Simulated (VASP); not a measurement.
Here is a VASP 6.6.1 calculation.

The input INCAR:

```
SYSTEM = Ag
PREC = Accurate
ENCUT = 520
EDIFF = 1E-7
ISMEAR = 0
SIGMA = 0.15
LREAL = .False.
LASPH = .True.
NELM = 100
ALGO = Normal
ISIF = 2
LWAVE = .False.
LCHARG = .True.
GGA = PE
LELF = .True.
LVHAR = .True.
NBANDS = 12
```

The input KPOINTS:

```
regular mesh
0
Gamma
  10 10 10
  0 0 0
```

File POSCAR:

```
Ag
1.0
    0.0000000000      2.0737465000      2.0124535000
    2.0737465000      0.0000000000      2.0124535000
    2.0737465000      2.0737465000      0.0000000000
Ag
1
Direct
    0.0000000000      0.0000000000      0.0000000000
```

Potentials or basis: VASP PAW PBE potentials, release 64 (Ag).

Run with:

```bash
$ cat potpaw_PBE.64/Ag/POTCAR > POTCAR
$ mpirun -np 1 vasp_std > vasp.out
```

Task: What does it give for the pressure?

Result: 3.2 GPa.

Stress tensor (GPa, compression positive):
```
3.01 0.00 0.00
0.00 3.01 0.00
0.00 0.00 3.60
```

Caveat: the cell differs from its parent crystal (strain +0.015 along x and y, -0.015 along z).
